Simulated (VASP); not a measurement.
Write the native input for VASP 6.6.1 that does the following.

| Property | Result |
| --- | --- |
| Task | single point |
| Functional | revPBE |
| Dispersion | D3(BJ) |
| Potentials or basis | VASP PAW PBE potentials, release 64 (W_sv, C) |
| Cutoff | 520 eV |
| k mesh | 10 × 10 × 10 |
| Occupations | fermi-dirac, width 0.05 eV |
| Spin | no spin polarisation |
| Dipole correction | no |
| Further INCAR settings | ALGO = Normal; EDIFF = 1e-06; NBANDS = 16 |

The structure of WC lies in POSCAR:

```
WC
1.0
    0.0000000000      2.1684405067      2.1684405067
    2.1684405067      0.0000000000      2.1684405067
    2.1684405067      2.1684405067      0.0000000000
W C
1 1
Direct
    0.0000000000      0.0000000000      0.0000000000
    0.5000000000      0.5000000000      0.5000000000
```

The input as run:

INCAR

```
SYSTEM = WC
PREC     = Accurate       ! precision mode
ENCUT    = 520            ! plane-wave cutoff, eV
EDIFF    = 1E-6           ! SCF threshold, eV
ISMEAR   = -1             ! smearing method
SIGMA    = 0.05           ! smearing width, eV
LREAL    = .FALSE.        ! projectors in reciprocal space
LASPH    = .TRUE.         ! aspherical terms in the spheres
NELM     = 80             ! most SCF steps
ALGO     = Normal         ! electronic algorithm
ISIF     = 2              ! what is computed and relaxed
LWAVE    = .FALSE.        ! write WAVECAR
LCHARG   = .TRUE.         ! write CHGCAR
GGA      = RE             ! functional
IVDW     = 12             ! dispersion correction
LELF     = .TRUE.         ! ELF
LVHAR    = .TRUE.       
NBANDS   = 16             ! bands
```

KPOINTS

```
Automatic mesh
0
G
  10 10 10
  0 0 0
```

Potentials or basis: VASP PAW PBE potentials, release 64 (W_sv, C).

The run is started by

```sh
$ cat potpaw_PBE.64/W_sv/POTCAR potpaw_PBE.64/C/POTCAR > POTCAR
$ mpirun -np 1 vasp_std > vasp.out
```

Results of the run:

```
Pressure                   : 1.0 GPa
Band gap on the k mesh     : zero (band 9 reaches 14.12 eV, above the bottom of band 10 at 10.76 eV)
Dispersion energy per atom : -0.881 eV
```

Caveat: the PAW data sets were made with another functional, which shifts forces and pressure a little; spin-orbit coupling is left out, which moves the levels of the heavy elements; pairwise dispersion overbinds metals, which lowers pressure and volume.

It took 8.8 s on 1 thread of AMD EPYC 9R45 96-Core Processor (Zen 5) (shared host), peak memory 0.13 GiB.
